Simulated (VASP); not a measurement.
Set up this calculation in VASP 6.6.1, as the native input.

* Task: single point
* Functional: PBE
* Potentials or basis: VASP PAW PBE potentials, release 64 (Al, N)
* Cutoff: 520 eV
* k mesh: 10 × 10 × 10
* Occupations: gaussian, width 0.05 eV
* Spin: no spin polarisation
* Dipole correction: no
* Further INCAR settings: ALGO = Normal; EDIFF = 1e-07; NBANDS = 11

The structure of AlN lies in POSCAR:

```
AlN
1.0
    0.0000000000      2.2043390883      2.2043390883
    2.2015871044      0.0027519839      2.2015871044
    2.2015871044      2.2015871044      0.0027519839
Al N
1 1
Direct
    0.0000000000      0.0000000000      0.0000000000
    0.7500000000      0.7500000000      0.7500000000
```

This cell differs from its parent crystal: strain +0.0025 x Voigt [0, 0, 0, 1, 0, 0].

One way to write it, as run:

INCAR

```
  ALGO = Normal
  EDIFF = 1E-7
  ENCUT = 520
  GGA = PE
  ISIF = 2
  ISMEAR = 0
  LASPH = T
  LCHARG = F
  LREAL = F
  LWAVE = F
  NBANDS = 11
  NELM = 100
  PREC = Accurate
  SIGMA = 0.05
```

KPOINTS

```
k-points
0
Gamma
  10 10 10
```

Potentials or basis: VASP PAW PBE potentials, release 64 (Al, N).

Command:

```console
$ cat potpaw_PBE.64/Al/POTCAR potpaw_PBE.64/N/POTCAR > POTCAR
$ mpirun -np 1 vasp_std > vasp.out
```

It gave:

```
Pressure               : -0.3 GPa
Largest force          : 0.020 eV/Å
Band gap on the k mesh : 3.30 eV, indirect (least direct gap 3.98 eV)
```

Caveat: the cell differs from its parent crystal (strain +0.0025 x Voigt [0, 0, 0, 1, 0, 0]).

Wall time 16 s on 1 thread of Intel(R) Xeon(R) Platinum 8488C (Sapphire Rapids), with other jobs on the host, peak memory 0.16 GiB.
